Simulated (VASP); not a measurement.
Ru:

```
Ru
1.0
     2.70783    0.00000    0.00000
    -1.35391    2.34505    0.00000
     0.00000    0.00000    4.26810
Ru
2
Direct
  0.33333 0.66667 0.25000
  0.66667 0.33333 0.75000
```

```yaml
Program: VASP 6.6.1
Task: relaxation of cell and atoms
Functional: PBE
Potentials_or_basis: VASP PAW PBE potentials, release 64 (Ru_pv)
Cutoff: 500 eV
k_mesh: 18 × 18 × 10
Occupations: gaussian, width 0.1 eV
Spin: no spin polarisation
```

At the start: pressure 5.0 GPa; volume 13.55 Å³/atom.

Q: Where does the relaxation end?

A: Over 6 steps the energy falls by 3.3 meV/atom and the volume is 13.76 Å³/atom (+1.6 %); space group P6_3/mmc (No. 194, to 0.05 Å).

Step by step:
```
step  energy change (eV)  largest force (eV/Å)  pressure (GPa)  volume (Å³)
   1              0.0000                0.0000            5.05        27.10
   2              0.0477                0.0000          -12.84        28.81
   3             -0.0067                0.0000           -0.11        27.53
   4             -0.0067                0.0000           -0.01        27.53
   5             -0.0067                0.0000            0.02        27.52
   6             -0.0067                0.0000            0.01        27.52
```

Final structure:
```xyz
2
Lattice="2.7197 0.0000 0.0000 -1.3599 2.3553 0.0000 0.0000 0.0000 4.2965" Properties=species:S:1:pos:R:3 pbc="T T T"
Ru    0.0000    1.5702    1.0741
Ru    1.3599    0.7851    3.2224
```
